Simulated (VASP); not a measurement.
**Te2Mo: single point with r2SCAN**

System: Te2Mo, a slab with vacuum.

```xyz
3
Lattice="3.6147 0.0000 0.0000 -1.8073 3.1304 0.0000 0.0000 0.0000 17.7867" Properties=species:S:1:pos:R:3 pbc="T T T"
Te    0.0000    2.0869   16.0167
Te    0.0000    2.0869    1.7700
Mo    0.0000    0.0000    0.0000
```

This cell differs from its parent crystal: equal strain along all axes, cell held: +1.5 %, then relaxed in part.

```yaml
Program: VASP 6.6.1
Task: single point
Functional: r2SCAN
Potentials_or_basis: VASP PAW PBE potentials, release 64 (Te, Mo_sv)
Cutoff: 520 eV
k_mesh: 12 × 12 × 2
Occupations: gaussian, width 0.02 eV
Spin: no spin polarisation
```

```json
{
 "Largest force": "0.035 eV/Å",
 "Band gap on the k mesh": "1.00 eV"
}
```

Forces on the atoms (eV/Å):
```
Te   0.000  0.000 -0.035
Te   0.000  0.000  0.035
Mo   0.000  0.000  0.000
```

Levels at points of the mesh, in eV from the valence-band top:
| k point | band 11 | band 12 | band 13 | band 14 | band 15 | band 16 |
| --- | --- | --- | --- | --- | --- | --- |
| (0.00, 0.00, 0.00) | -1.07 | -1.07 | -0.24 | 3.04 | 3.04 | 3.36 |
| (0.50, 0.00, 0.00) | -1.55 | -0.68 | -0.59 | 1.37 | 1.76 | 3.53 |
| (0.00, 0.00, 0.50) | -1.07 | -1.07 | -0.24 | 3.04 | 3.04 | 3.36 |
| (0.50, 0.00, 0.50) | -1.55 | -0.68 | -0.59 | 1.37 | 1.76 | 3.53 |

Wall time 8.3 min on 1 thread of Intel(R) Xeon(R) Platinum 8259CL CPU @ 2.50GHz (Skylake/Cascade Lake), on a shared host, peak memory 0.45 GiB.

Caveat: the cell differs from its parent crystal (equal strain along all axes, cell held: +1.5 %, then relaxed in part); there is no dipole correction, which matters where the two faces differ; the PAW data sets were made with another functional, which shifts forces and pressure a little; spin-orbit coupling is left out, which moves the levels of the heavy elements.
